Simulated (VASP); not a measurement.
A run of VASP 6.6.1 is set up as follows.

File INCAR:

```
SYSTEM = Ir
PREC     = Accurate       ! precision mode
ENCUT    = 600            ! plane-wave cutoff, eV
EDIFF    = 1E-6           ! SCF threshold, eV
ISMEAR   = 1              ! smearing method
SIGMA    = 0.1            ! smearing width, eV
LREAL    = .False.        ! projectors in reciprocal space
LASPH    = .True.         ! aspherical terms in the spheres
NELM     = 100            ! most SCF steps
ALGO     = Normal         ! electronic algorithm
ISIF     = 3              ! what is computed and relaxed
LWAVE    = .False.        ! write WAVECAR
LCHARG   = .False.        ! write CHGCAR
GGA      = CA             ! functional
IBRION   = 2              ! ionic algorithm
NSW      = 80             ! ionic steps
EDIFFG   = -0.01          ! ionic threshold
PSTRESS  = 450.0
```

File KPOINTS:

```
regular mesh
0
Gamma
  9 9 5
  0 0 0
```

Contents of POSCAR:

```
Ir
1.0
    2.7100000000      0.0000000000      0.0000000000
   -1.3550000000      2.3469288443      0.0000000000
    0.0000000000      0.0000000000      4.4254300000
Ir
2
Direct
    0.3333333333      0.6666666667      0.2500000000
    0.6666666667      0.3333333333      0.7500000000
```

Potentials or basis: VASP PAW LDA potentials, release 64 (Ir).

Command:

```console
$ cat potpaw_LDA.64/Ir/POTCAR > POTCAR
$ mpirun -np 1 vasp_std > vasp.out
```

What does it give for the band gap on the k mesh?

Zero (band 9 reaches 13.46 eV, above the bottom of band 10 at 9.80 eV).

What does it give for the relaxed volume?

12.79 Å³/atom.

What does it give for the relaxed cell?

a = 2.630 Å, b = 2.630 Å, c = 4.269 Å, α = 90.00°, β = 90.00°, γ = 120.00°.

What does it give for the space group after relaxing (to 0.05 Å)?

P6_3/mmc (No. 194).

The path:
| step | energy change (eV) | largest force (eV/Å) | pressure (GPa) | volume (Å³) |
| --- | --- | --- | --- | --- |
| 1 | 0.0000 | 0.0000 | -2.40 | 28.15 |
| 2 | 29.5669 | 0.0000 | 1266.54 | 14.36 |
| 3 | 0.1391 | 0.0000 | 28.83 | 26.31 |
| 4 | 0.2079 | 0.0000 | 36.09 | 25.97 |
| 5 | 0.3089 | 0.0000 | 45.32 | 25.57 |
| 6 | 0.2950 | 0.0000 | 44.14 | 25.62 |
| 7 | 0.2953 | 0.0000 | 44.17 | 25.62 |
| 8 | 0.2944 | 0.0000 | 44.12 | 25.62 |
| 9 | 0.3496 | 0.0000 | 48.74 | 25.43 |
| 10 | 0.3045 | 0.0000 | 44.99 | 25.58 |

Caveat: the cell is relaxed towards a set pressure, so the enthalpy falls and the energy may rise; spin-orbit coupling is left out, which moves the levels of the heavy elements.
